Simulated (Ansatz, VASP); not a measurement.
# AlGaN2 in VASP and in Ansatz

Contents of POSCAR:

```
AlGaN2
1.0
    3.1408770487      0.0000000000      0.0000000000
    0.0000000000      3.1408770487      0.0000000000
    0.0000000000      0.0000000000      4.4901955091
Al Ga N
1 1 2
Direct
    0.5000000000      0.5000000000      0.5000000000
    0.0000000000      0.0000000000      0.0000000000
    0.5000000000      0.0000000000      0.7382648100
    0.0000000000      0.5000000000      0.2617351900
```

INCAR.step1

```
SYSTEM = AlGaN2
  PREC = Accurate
  ENCUT = 910
  ISMEAR = 0
  SIGMA = 0.05
  LREAL = .False.
  LASPH = .True.
  NELM = 120
  NBANDS = 21
  GGA = PE
  ALGO = Normal
  EDIFF = 1E-5
  LWAVE = .True.
  LCHARG = .False.
  GGA_COMPAT = .False.
```

INCAR.step2

```
SYSTEM = AlGaN2
  PREC = Accurate
  ENCUT = 910
  EDIFF = 1E-6
  ISMEAR = 0
  SIGMA = 0.05
  LREAL = .False.
  LASPH = .True.
  NELM = 120
  ALGO = Normal
  ISIF = 2
  LWAVE = .False.
  LCHARG = .False.
  METAGGA = R2SCAN
  LMIXTAU = .True.
  NBANDS = 21
  ISTART = 1
  GGA_COMPAT = .False.
```

File KPOINTS:

```
regular mesh
0
Gamma
  8 8 6
  0 0 0
```

Input for Ansatz:

```yaml
crystal:
  lattice:
    - [3.1408770487, 0.0, 0.0]
    - [0.0, 3.1408770487, 0.0]
    - [0.0, 0.0, 4.4901955091]
  atoms:
    - { symbol: Al, position: [0.5, 0.5, 0.5] }
    - { symbol: Ga, position: [0.0, 0.0, 0.0] }
    - { symbol: "N", position: [0.5, 0.0, 0.73826481] }
    - { symbol: "N", position: [0.0, 0.5, 0.26173519] }
basis:
  ecutwfc: 500
kpoints:
  mp_grid: { grid: [8, 8, 6] }
hamiltonian:
  xc: r2scan
scf:
  occupations: { method: gaussian, width: 0.05 }
output:
  forces: true
  stress: true
  eigenvalues: true
  write_density: true
  write_potential: true
  elf: true
  volumetric_format: npy
```

Change from the starting cell: strain +0.000 along x and y, +0.015 along z, atoms carried along.

Alike in both runs: task single point; functional r2SCAN; k mesh 8 × 8 × 6; occupations gaussian, width 0.05 eV; no spin polarisation.

|  | VASP | Ansatz |
| --- | --- | --- |
| version | VASP 6.6.1 | Ansatz 0.2.0 |
| potentials or method | VASP PAW PBE potentials, release 64 (Al, Ga_d, N_h), cutoff 910 eV | scalar-relativistic, plane waves, PAW |
| valence electrons in the cell | 26 | 26 |

VASP gave:

```
gap on the k mesh at the Fermi level (eV) : 3.22
least direct gap on the mesh (eV)         : 3.22
rms of the force components (eV/Å)        : 0.012
```

Problem. Estimate Ansatz's values.

Solution. gap on the k mesh at the Fermi level (eV): 3.22; least direct gap on the mesh (eV): 3.22; rms of the force components (eV/Å): 0.048.

VASP's potentials were made for PBE, not for r2SCAN. Atom by atom the forces differ by 0.036 eV/Å (rms over components).

Noted on VASP's run: the cutoff is short for stress, so the pressure is rough.
